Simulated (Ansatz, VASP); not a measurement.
# CdF2: VASP beside Ansatz

```
CELL_PARAMETERS angstrom
0.00000 2.84020 2.69418
2.84020 0.00000 2.69418
2.84020 2.84020 0.00000
ATOMIC_POSITIONS crystal
Cd 0.00000 0.00000 0.00000
F 0.25000 0.25000 0.25000
F 0.75000 0.75000 0.75000
```

Change from the starting cell: biaxial_xy strain +5.4%.

Alike in both runs: task single point; functional PBE; k mesh 8 × 8 × 8; occupations fermi-dirac, width 0.02 eV; no spin polarisation.

|  | VASP | Ansatz |
| --- | --- | --- |
| version | VASP 6.6.1 | Ansatz 0.2.0 |
| potentials or method | VASP PAW PBE potentials, release 64 (Cd, F) | plane waves, PAW |
| plane-wave cutoff (eV) | 520 | 420 |
| valence electrons in the cell | 26 | 34 |

Ansatz gave:

```
gap on the k mesh at the Fermi level (eV)                     : 2.62
pressure (GPa)                                                : -4.5
traceless stress, the component that is largest in VASP (GPa) : 3.58
```

What did VASP give for the same quantities?

gap on the k mesh at the Fermi level (eV): 2.59; pressure (GPa): -4.1; traceless stress, the component that is largest in VASP (GPa): 3.53.

With one functional, cell and mesh, what is left measures potentials, basis and numerics. VASP's potentials hold 26 valence electrons a cell and Ansatz's 34, so a difference there can come from the potentials and not from the codes.
